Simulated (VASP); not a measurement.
Runs of VASP 6.6.1 on Sn. The structure is that of space group P6_3/mmc (No. 194), or close to it. The cells are those of the table. 

```tsv
task	cell	smearing	k mesh for the DOS	occupations for the DOS	gap on the mesh (eV)	pressure (GPa)
single point	a = 3.368, b = 3.368, c = 5.345 Å, angles 90.0, 90.0, 120.0°, 2 atoms	fermi-dirac 0.1 eV	-	-	none	(a)
single point	a = 2.899, b = 2.899, c = 4.690 Å, angles 90.0, 90.0, 120.0°, 2 atoms	fermi-dirac 0.1 eV	-	-	none	(b)
single point	a = 3.308, b = 3.308, c = 5.264 Å, angles 90.0, 90.0, 120.0°, 2 atoms	fermi-dirac 0.1 eV	-	-	none	3.2
single point	a = 3.179, b = 3.179, c = 5.100 Å, angles 90.0, 90.0, 120.0°, 2 atoms	fermi-dirac 0.1 eV	-	-	none	13.2
single point	a = 2.565, b = 2.565, c = 4.146 Å, angles 90.0, 90.0, 120.0°, 2 atoms	fermi-dirac 0.1 eV	-	-	none	301.6
single point	a = 3.368, b = 3.368, c = 5.345 Å, angles 90.0, 90.0, 120.0°, 2 atoms	gaussian 0.001 eV	-	-	none	-0.1
```

Alike in all rows: level PBEsol; potentials or basis VASP PAW PBE potentials, release 64 (Sn_d); no spin polarisation; k mesh 13 × 13 × 7; cutoff (eV) 520.

Problem. Estimate the missing entries.

Solution. (a) 0.0; (b) 66.5.

Caveats: the PAW data sets were made with another functional, which shifts forces and pressure a little; spin-orbit coupling is left out, which moves the levels of the heavy elements.

A k mesh can miss the band edges, and the runs leave out spin-orbit coupling on Sn.

A gap of «none» marks levels without a gap at the run's occupations.
